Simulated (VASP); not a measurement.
Here is a VASP 6.6.1 calculation.

Contents of INCAR:

```
SYSTEM = EuO
ALGO = Normal
EDIFF = 1E-6
ENCUT = 600
GGA = PE
GGA_COMPAT = .False.
ISIF = 2
ISMEAR = 0
ISPIN = 2
IVDW = 12
LASPH = .True.
LCHARG = .True.
LDAU = .True.
LDAUJ = 0 0
LDAUL = 3 -1
LDAUPRINT = 1
LDAUTYPE = 2
LDAUU = 6 0
LELF = .True.
LMAXMIX = 6
LORBIT = 11
LREAL = .False.
LVHAR = .True.
LWAVE = .False.
MAGMOM = 7.4 -0.1
NBANDS = 22
NELM = 200
PREC = Accurate
SIGMA = 0.05
```

File KPOINTS:

```
k-points
0
Gamma
  8 8 8
  0 0 0
```

The input POSCAR:

```
EuO
1.0
    0.0000000000      2.5289757952      2.5289757952
    2.5289757952      0.0000000000      2.5289757952
    2.5289757952      2.5289757952      0.0000000000
Eu O
1 1
Direct
    0.5000000000      0.5000000000      0.5000000000
    0.0000000000      0.0000000000      0.0000000000
```

Potentials or basis: VASP PAW PBE potentials, release 64 (Eu, O).

Run with:

```bash
$ cat potpaw_PBE.64/Eu/POTCAR potpaw_PBE.64/O/POTCAR > POTCAR
$ mpirun -np 1 vasp_std > vasp.out
```

(1) What does it give for the site moments?

(2) Predict the dispersion energy per atom.

(3) Predict the net moment.

Answers

(1) Eu +6.72; O -0.10 μB.

(2) -0.281 eV.

(3) 7.00 μB per cell.

Caveat: a cell with one magnetic atom can't hold antiferromagnetic order, which such compounds often take.
